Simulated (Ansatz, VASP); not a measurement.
**P in VASP and in Ansatz**

The input POSCAR:

```
P
1.0
    4.2729048574      0.0000000000      0.0000000000
    0.0000000000      4.2729048574      0.0000000000
    0.0000000000      0.0000000000      4.4874500000
P
1
Direct
    0.0000000000      0.0000000000      0.0000000000
```

INCAR.step1

```
PREC = Accurate ; ENCUT = 520
ISMEAR = 0 ; SIGMA = 0.15
LREAL = F ; LASPH = T
NELM = 100 ; NBANDS = 8
GGA = PE ; ALGO = Normal
EDIFF = 1E-4 ; LWAVE = T
LCHARG = F
```

The input INCAR.step2:

```
PREC = Accurate ; ENCUT = 520
EDIFF = 1E-6 ; ISMEAR = 0
SIGMA = 0.15 ; LREAL = F
LASPH = T ; NELM = 100
ALGO = Normal ; ISIF = 2
LWAVE = F ; LCHARG = T
METAGGA = R2SCAN ; LMIXTAU = T
LELF = T ; LVHAR = T
NBANDS = 8 ; ISTART = 1
```

Contents of KPOINTS:

```
regular mesh
0
Gamma
  12 12 12
```

Input for Ansatz:

```yaml
crystal:
  lattice:
    - [4.2729048574, 0.0, 0.0]
    - [0.0, 4.2729048574, 0.0]
    - [0.0, 0.0, 4.48745]
  atoms:
    - { symbol: P, position: [0.0, 0.0, 0.0] }
basis:
  ecutwfc: 500
kpoints:
  mp_grid: { grid: [12, 12, 12] }
hamiltonian:
  xc: r2scan
scf:
  occupations: { method: gaussian, width: 0.15 }
output:
  forces: true
  stress: true
  eigenvalues: true
  write_density: true
  write_potential: true
  elf: true
  volumetric_format: npy
```

Change from the starting cell: strain +0.000 along x and y, +0.025 along z, atoms carried along.

Alike in both runs: task single point; functional r2SCAN; k mesh 12 × 12 × 12; occupations gaussian, width 0.15 eV; no spin polarisation.

```csv
,VASP,Ansatz
version,VASP 6.6.1,Ansatz 0.2.0
potentials or method,"VASP PAW PBE potentials, release 64 (P), cutoff 520 eV","scalar-relativistic, plane waves, PAW"
valence electrons in the cell,5,5
```

|  | VASP | Ansatz | Ansatz less VASP |
| --- | --- | --- | --- |
| gap on the k mesh at the Fermi level (eV) | none | none | - |
| pressure (GPa) | -3.8 | -3.8 | +0.01 |
| traceless stress, the component that is largest in VASP (GPa) | 0.53 | 0.53 | +0.001 |

VASP's potentials were made for PBE, not for r2SCAN. A gap of «none» marks a metal or a gap that the smearing closes.
